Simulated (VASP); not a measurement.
La2O3:

```
La O
1.0
     6.26678    0.00000    0.00000
    -3.13339    5.42719    0.00000
     0.00000    0.00000    3.29977
La O
2 3
Cartesian
  0.0000 3.6181 1.6499
  3.1334 1.8091 1.6499
  1.5416 2.6701 0.0000
  -1.5918 2.7571 0.0000
  3.1836 0.0000 0.0000
```

Program: VASP 6.6.1. Alike in all runs: task single point; no spin polarisation; cell as given; k mesh 6 × 6 × 6; cutoff (eV) 520; smearing gaussian 0.01 eV.

**Question.** Order these runs on this cell by their pressure, lowest first.
A. level LDA; potentials or basis VASP PAW LDA potentials, release 64 (La, O)
B. level PBEsol; potentials or basis VASP PAW PBE potentials, release 64 (La, O)
C. level BLYP; potentials or basis VASP PAW PBE potentials, release 64 (La, O)

**Answer.** A (-3.3 GPa), B (-1.2 GPa), C (5.3 GPa).

Caveats: the PAW data sets were made with another functional, which shifts forces and pressure a little (at least some runs); the cell stands under tension (at least some runs); the cell stands under pressure (at least some runs).
